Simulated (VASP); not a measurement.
Crystal: EuS.

```xyz
2
Lattice="0.0000 2.9785 2.9785 2.9785 0.0000 2.9785 2.9785 2.9785 0.0000" Properties=species:S:1:pos:R:3 pbc="T T T"
Eu    0.0000    0.0000    0.0000
S     2.9785    2.9785    2.9785
```

```yaml
Program: VASP 6.6.1
Task: relaxation of cell and atoms
Functional: SVWN5
Potentials_or_basis: VASP PAW PBE potentials, release 64 (Eu, S)
Cutoff: 600 eV
k_mesh: 8 × 8 × 8
Occupations: fermi-dirac, width 0.05 eV
Spin: collinear spin, ferromagnetic start
Starting_moments: "[7.0, 0.0] μB"
```

At the start: pressure -8.5 GPa; volume 26.42 Å³/atom.

How do energy, volume and symmetry change on relaxing?

Over 4 steps the energy falls by 136.5 meV/atom and the volume is 22.22 Å³/atom (-15.9 %); space group Fm-3m (No. 225, to 0.1 Å) before and after; moment 6.83 μB per cell.

Step by step:
| step | energy change (eV) | largest force (eV/Å) | pressure (GPa) | volume (Å³) |
| --- | --- | --- | --- | --- |
| 1 | 0.0000 | 0.0000 | -8.45 | 52.85 |
| 2 | -0.2639 | 0.0000 | 2.61 | 42.89 |
| 3 | -0.2732 | 0.0000 | 0.26 | 44.24 |
| 4 | -0.2730 | 0.0000 | -0.07 | 44.44 |

Final structure:
```
Eu S
1.0
     0.00000    2.81144    2.81144
     2.81144    0.00000    2.81144
     2.81144    2.81144    0.00000
Eu S
1 1
Direct
  0.00000 0.00000 0.00000
  0.50000 0.50000 0.50000
```

Caveat: the volume moved by over 15 % at a fixed basis, so the end points are rough; the PAW data sets were made with another functional, which shifts forces and pressure a little; a cell with one magnetic atom can't hold antiferromagnetic order, which such compounds often take; semilocal functionals describe open f shells poorly, which spoils levels, moments and volumes.
